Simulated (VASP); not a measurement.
# LiPr3N2 (P-3m1) in VASP: further runs

Runs on LiPr3N2. Level: PBE. Tasks: single point.

Everything below comes from runs of VASP 6.6.1. Logs are shortened: lines on timing, memory, paths and dates and some standing lists are left out, and cuts for length are marked.

## (1) The cell of the first run

It takes space group P-3m1 (No. 164, trigonal). Conventional cell: a = 3.665 Å, b = 3.665 Å, c = 12.097 Å, α = 90.00°, β = 90.00°, γ = 120.00°. Li (site symmetry -3m) has 6 Li at 3.66 Å and 6 Pr at 3.82 Å and 6 N at 4.92 Å within 5.0 Å. Pr (site symmetry 3m) has 3 N at 2.47 Å within 3.3 Å. Pr (site symmetry -3m) has 6 N at 2.66 Å and 12 Pr at 3.57 to 3.66 Å within 3.7 Å. Within 3.3 Å of N (site symmetry 3m) lie 6 Pr at 2.47 to 2.66 Å.

The cell was generated, and may not be a known phase.

## (2) Single point, PBE

INCAR

```
PREC = Accurate
ENCUT = 750
EDIFF = 1E-6
ISMEAR = 0
SIGMA = 0.1
LREAL = False
LASPH = True
NELM = 200
ALGO = Normal
ISIF = 2
LWAVE = False
LCHARG = False
GGA = PE
NBANDS = 32
GGA_COMPAT = False
LMAXMIX = 6
```

KPOINTS

```
regular mesh
0
Gamma
  12 12 4
```

POSCAR

```
LiPr3N2
1.0
    3.6647409860      0.0000000000      0.0000000000
   -1.8323704930      3.1737587921      0.0000000000
    0.0000000000      0.0000000000     12.0974630919
Li Pr N
1 3 2
Direct
    0.0000000000      0.0000000000      0.0000000000
    0.3333333333      0.6666666667      0.2624275739
    0.6666666667      0.3333333333      0.7375724261
    0.0000000000      0.0000000000      0.5000000000
    0.3333333333      0.6666666667      0.6329563028
    0.6666666667      0.3333333333      0.3670436972
```

Potentials or basis: VASP PAW PBE potentials, release 64 (Li_sv, Pr_3, N), 4f in core.

Started as:

```bash
> cat potpaw_PBE.64/Li_sv/POTCAR potpaw_PBE.64/Pr_3/POTCAR potpaw_PBE.64/N/POTCAR > POTCAR
> mpirun -np 1 vasp_std > vasp.out
```

OUTCAR:

```text
PREC = Accurate
   ENCUT = 750
   EDIFF = 1E-6
   ISMEAR = 0
   LREAL = False
   LASPH = True
   NELM = 200
   ISIF = 2
   GGA = PE

 ion  position               nearest neighbor table
   1  0.000  0.000  0.000-
   2  0.333  0.667  0.262-   6 2.47   6 2.47   6 2.47   4 3.57   4 3.57   4 3.57
   3  0.667  0.333  0.738-   5 2.47   5 2.47   5 2.47   4 3.57   4 3.57   4 3.57
   4  0.000  0.000  0.500-   5 2.66   6 2.66   5 2.66   6 2.66   6 2.66   5 2.66   2 3.57   3 3.57
                             2 3.57   3 3.57   2 3.57   3 3.57
   5  0.333  0.667  0.633-   3 2.47   3 2.47   3 2.47   4 2.66   4 2.66   4 2.66
   6  0.667  0.333  0.367-   2 2.47   2 2.47   2 2.47   4 2.66   4 2.66   4 2.66

  LATTYP: Found a hexagonal cell.
 ALAT       =     3.6647409860
 C/A-ratio  =     3.3010417757

  Lattice vectors:

 A1 = (   3.6647409860,   0.0000000000,   0.0000000000)
 A2 = (  -1.8323704930,   3.1737587921,   0.0000000000)
 A3 = (   0.0000000000,   0.0000000000,  12.0974630919)

Analysis of symmetry for initial positions (statically):
=====================================================================
 Subroutine PRICEL returns:
 Original cell was already a primitive cell.

 Routine SETGRP: Setting up the symmetry group for a
 hexagonal supercell.

 Subroutine GETGRP returns: Found 12 space group operations
 (whereof 12 operations were pure point group operations)
 out of a pool of 24 trial point group operations.

The static configuration has the point symmetry D_3d.

Analysis of symmetry for dynamics (positions and initial velocities):
=====================================================================
 Subroutine PRICEL returns:
 Original cell was already a primitive cell.

 Routine SETGRP: Setting up the symmetry group for a
 hexagonal supercell.

 Subroutine GETGRP returns: Found 12 space group operations
 (whereof 12 operations were pure point group operations)
 out of a pool of 24 trial point group operations.

The dynamic configuration has the point symmetry D_3d.

 Subroutine INISYM returns: Found 12 space group operations
 (whereof 12 operations are pure point group operations),
 and found     1 'primitive' translations

----------------------------------------------------------------------------------------

                                     Primitive cell

  volume of cell :     140.7056

  direct lattice vectors                    reciprocal lattice vectors
     3.664740986  0.000000000  0.000000000     0.272870580  0.157541903  0.000000000
    -1.832370493  3.173758792  0.000000000     0.000000000  0.315083806  0.000000000
     0.000000000  0.000000000 12.097463092     0.000000000  0.000000000  0.082661959

  length of vectors
     3.664740986  3.664740986 12.097463092     0.315083806  0.315083806  0.082661959

  position of ions in fractional coordinates (direct lattice)
     0.000000000  0.000000000  0.000000000
     0.333333333  0.666666667  0.262427574
     0.666666667  0.333333333  0.737572426
     0.000000000  0.000000000  0.500000000
     0.333333333  0.666666667  0.632956303
     0.666666667  0.333333333  0.367043697

  ion indices of the primitive-cell ions
   primitive index   ion index
                 1           1
                 2           2
                 3           3
                 4           4
                 5           5
                 6           6

----------------------------------------------------------------------------------------

 KPOINTS: regular mesh

Automatic generation of k-mesh.
 Grid dimensions read from file:
 generate k-points for:   12   12    4

 Generating k-lattice:

  Cartesian coordinates                     Fractional coordinates (reciprocal lattice)
     0.022739215  0.013128492  0.000000000     0.083333333  0.000000000  0.000000000
     0.000000000  0.026256984  0.000000000     0.000000000  0.083333333  0.000000000
     0.000000000  0.000000000  0.020665490     0.000000000  0.000000000  0.250000000

  Length of vectors
     0.026256984  0.026256984  0.020665490

  Shift w.r.t. Gamma in fractional coordinates (k-lattice)
     0.000000000  0.000000000  0.000000000

 Subroutine IBZKPT returns following result:
 ===========================================

 Found     69 irreducible k-points:

 Following reciprocal coordinates:
            Coordinates               Weight
  0.000000  0.000000  0.000000      1.000000
  0.083333 -0.000000  0.000000      6.000000
  0.166667  0.000000  0.000000      6.000000
  0.250000  0.000000  0.000000      6.000000
  0.333333  0.000000  0.000000      6.000000
  0.416667 -0.000000  0.000000      6.000000
[... 16 lines left out ...]
  0.166667  0.000000  0.250000      6.000000
  0.000000  0.166667  0.250000      6.000000
 [... further k-points ...]
   k-points           NKPTS =     69   k-points in BZ     NKDIM =     69   number of bands    NBANDS=     32
   number of dos      NEDOS =    301   number of ions     NIONS =      6
   total plane-waves  NPLWV = 139968
   dimension x,y,z NGX =    36 NGY =   36 NGZ =  108
   dimension x,y,z NGXF=    72 NGYF=   72 NGZF=  216
   ions per type =               1   3   2
   NGX,Y,Z   is equivalent  to a cutoff of  16.33, 16.33, 14.84 a.u.
   NGXF,Y,Z  is equivalent  to a cutoff of  32.66, 32.66, 29.68 a.u.
 SYSTEM =  unknown system
   PREC   = accura    normal or accurate (medium, high low for compatibility)
   ISTART =      0    job   : 0-new  1-cont  2-samecut
   ICHARG =      2    charge: 1-file 2-atom 10-const
   ISPIN  =      1    spin polarized calculation?
   LNONCOLLINEAR =      F non collinear calculations
   LSORBIT =      F    spin-orbit coupling
   LASPH  =      T    aspherical Exc in radial PAW
   ENCUT  =  750.0 eV  55.12 Ry    7.42 a.u.   8.18  8.18 27.01*2*pi/ulx,y,z
   NELM   =    200;   NELMIN=  2; NELMDL= -5     # of ELM steps
   EDIFF  = 0.1E-05   stopping-criterion for ELM
   LREAL  =      F    real-space projection
   EDIFFG = 0.1E-04   stopping-criterion for IOM
   NSW    =      0    number of steps for IOM
   IBRION =     -1    ionic relax: 0-MD 1-quasi-New 2-CG
   NFREE  =      0    steps in history (QN), initial steepest desc. (CG)
   ISIF   =      2    stress and relaxation
   ISYM   =      2    0-nonsym 1-usesym 2-fastsym
   POTIM  = 0.5000    time-step for ionic-motion
   TEBEG  =    0.0;   TEEND  =   0.0 temperature during run
   PSTRESS=    0.0 pullay stress
   NELECT =      46.0000    total number of electrons
   NUPDOWN=      -1.0000    fix difference up-down
   EMIN   =  10.00;   EMAX   =-10.00  energy-range for DOS
   EFERMI =   0.00;   METHOD = LEGACY
   ISMEAR =     0;   SIGMA  =   0.10  broadening in eV -4-tet -1-fermi 0-gaus
   EFERMI_NEDOS =   21; number of points for ismear=-14 and -15
   IALGO  =     38    algorithm
   IMIX   =      4    mixing-type and parameters
     AMIX     =   0.40;   BMIX     =  1.00
     AMIX_MAG =   1.60;   BMIX_MAG =  1.00
  volume/ion in A,a.u.               =      23.45       158.25
  Fermi-wavevector in a.u.,A,eV,Ry     =   1.127778  2.131191 17.305021  1.271883
  Thomas-Fermi vector in A             =   2.264465
   LORBIT       =      0    0 simple, 1 ext, 2 COOP (PROOUT), +10 PAW based schemes
   GGA     = PE    functional components
   LHFCALC =     F    Hartree Fock is set to
   AEXX    =    0.0000 exact exchange contribution
   IVDW    =     0    specifies the selected vdW correction
   LEPSILON=     F    determine dielectric tensor
   LRPA    =     F    only Hartree local field effects (RPA)
 non-spin polarized calculation
 Gauss-broadening in eV      SIGMA  =   0.10
  energy-cutoff  :      750.00
  volume of cell :      140.71
 maximum number of plane-waves:      6582
 NGX is ok and might be reduce to    36
   NGX = 17   NGY = 17   NGZ = 55

 number of electron      46.0000000 magnetization

 Free energy of the ion-electron system (eV)
  ---------------------------------------------------
  ext. energy  EPLUGINS =         0.00000000
  ---------------------------------------------------
  free energy    TOTEN  =       -37.73345647 eV

  energy without entropy =      -37.71118643  energy(sigma->0) =      -37.72232145

 E-fermi :   3.4567     XC(G=0):  -9.3437

 val. band max:        3.4507115372   @ k =   0.1667   0.0833   0.2500
 cond. band min:       3.4629635699   @ k =   0.0000   0.3333   0.2500
 fundamental gap:      0.0122520328
 Fermi energy:         3.4567159493

 k-point     1 :       0.0000    0.0000    0.0000
  band No.  band energies     occupation
      1     -43.3959      2.00000
      2     -33.0184      2.00000
      3     -33.0075      2.00000
      4     -32.4022      2.00000
      5     -15.8536      2.00000
      6     -15.3560      2.00000
[... 24 lines left out ...]
     31       6.8176      0.00000
     32       6.9324      0.00000

 k-point     2 :       0.0833   -0.0000    0.0000
  band No.  band energies     occupation
      1     -43.3958      2.00000
      2     -33.0100      2.00000
      3     -32.9997      2.00000
      4     -32.3952      2.00000
      5     -15.8270      2.00000
      6     -15.3552      2.00000
[... 24 lines left out ...]
     31       6.7427      0.00000
     32       6.9700      0.00000

 k-point     3 :       0.1667    0.0000    0.0000
  band No.  band energies     occupation
      1     -43.3956      2.00000
      2     -32.9869      2.00000
      3     -32.9784      2.00000
      4     -32.3762      2.00000
      5     -15.7605      2.00000
      6     -15.3712      2.00000
[... 24 lines left out ...]
     31       6.4978      0.00000
     32       6.7386      0.00000

 k-point     4 :       0.2500    0.0000    0.0000
  band No.  band energies     occupation
      1     -43.3953      2.00000
      2     -32.9552      2.00000
      3     -32.9491      2.00000
      4     -32.3500      2.00000
      5     -15.7133      2.00000
      6     -15.4679      2.00000
[... 654 lines left out ...]
     31       6.6468      0.00000
     32       7.0130      0.00000

 k-point    23 :       0.1667    0.0000    0.2500
  band No.  band energies     occupation
      1     -43.3956      2.00000
      2     -32.9869      2.00000
      3     -32.9784      2.00000
      4     -32.3762      2.00000
      5     -15.7606      2.00000
      6     -15.3710      2.00000
[... 24 lines left out ...]
     31       6.7048      0.00000
     32       6.8034      0.00000

 k-point    24 :       0.0000    0.1667    0.2500
  band No.  band energies     occupation
      1     -43.3956      2.00000
      2     -32.9869      2.00000
      3     -32.9784      2.00000
      4     -32.3762      2.00000
      5     -15.7606      2.00000
      6     -15.3710      2.00000
[... 24 lines left out ...]
     31       6.6562      0.00000
     32       6.7793      0.00000

 [... further k-points ...]
[... 5 lines left out ...]
  --------------------------------------------------------------------------------------
  -------------------------------------------------------------------------------------
  Total       -0.0883153     -0.0883153     -0.0391440      0.0000000      0.0000000      0.0000000
  in kB       -1.0056229     -1.0056229     -0.4457221      0.0000000      0.0000000      0.0000000
  external PRESSURE =      -0.8189893 kB  Pullay stress =       0.0000000 kB

 VOLUME and BASIS-vectors are now :
 -----------------------------------------------------------------------------
  energy-cutoff  :      750.00
  volume of cell :      140.71
      direct lattice vectors                 reciprocal lattice vectors
     3.664740986  0.000000000  0.000000000     0.272870580  0.157541903  0.000000000
    -1.832370493  3.173758792  0.000000000     0.000000000  0.315083806  0.000000000
     0.000000000  0.000000000 12.097463092     0.000000000  0.000000000  0.082661959

 POSITION                                       TOTAL-FORCE (eV/Angst)
 -----------------------------------------------------------------------------------
      0.00000      0.00000      0.00000        -0.000000      0.000000      0.000000
     -0.00000      2.11584      3.17471        -0.000000      0.000000      0.008151
      1.83237      1.05792      8.92276         0.000000     -0.000000     -0.008151
      0.00000      0.00000      6.04873        -0.000000      0.000000      0.000000
     -0.00000      2.11584      7.65717        -0.000000     -0.000000      0.010934
      1.83237      1.05792      4.44030         0.000000      0.000000     -0.010934
 -----------------------------------------------------------------------------------
    total drift:                                0.000000     -0.000000      0.000000

  FREE ENERGIE OF THE ION-ELECTRON SYSTEM (eV)
  ---------------------------------------------------
  free  energy   TOTEN  =       -37.7334564681 eV

  energy  without entropy=      -37.7111864339  energy(sigma->0) =      -37.72232145
```

Wall time 4.8 min (1 thread of Intel Xeon 6975P-C (Granite Rapids), shared host); peak memory 0.67 GiB.

What came out:

```yaml
Free_energy: -37.7335 eV
Pressure: -0.1 GPa
Largest_force: 0.011 eV/Å
Band_gap_on_the_k_mesh: zero (bands 23 and 24 overlap by 0.64 eV)
```

Forces on the atoms (eV/Å):
```
Li   0.000  0.000  0.000
Pr   0.000  0.000  0.008
Pr   0.000  0.000 -0.008
Pr   0.000  0.000  0.000
N    0.000  0.000  0.011
N    0.000  0.000 -0.011
```

Levels at points of the mesh, in eV from the Fermi level:
| k point | band 21 | band 22 | band 23 | band 24 | band 25 | band 26 |
| --- | --- | --- | --- | --- | --- | --- |
| (0.00, 0.00, 0.00) | -2.84 | -2.42 | -0.77 | 0.67 | 1.41 | 1.41 |
| (0.50, 0.00, 0.00) | -2.38 | -1.32 | 0.10 | 0.17 | 0.66 | 1.00 |
| (0.00, 0.00, 0.50) | -2.84 | -2.25 | -1.10 | 1.06 | 1.41 | 1.41 |
| (0.50, 0.00, 0.50) | -2.37 | -1.30 | 0.06 | 0.10 | 0.65 | 1.00 |

Caveat: spin-orbit coupling is left out, which moves the levels of the heavy elements; the 4f electrons are frozen in the core, so they carry no moment and show no levels; the run has no spin polarisation, though such a crystal can be magnetic. With open d or f shells a metallic result of PBE can be an artefact of self-interaction; +U or a hybrid may open a gap.

[end of part 1 of 2]

The gap in the log of VASP goes by the Fermi energy; the results here count the filled bands.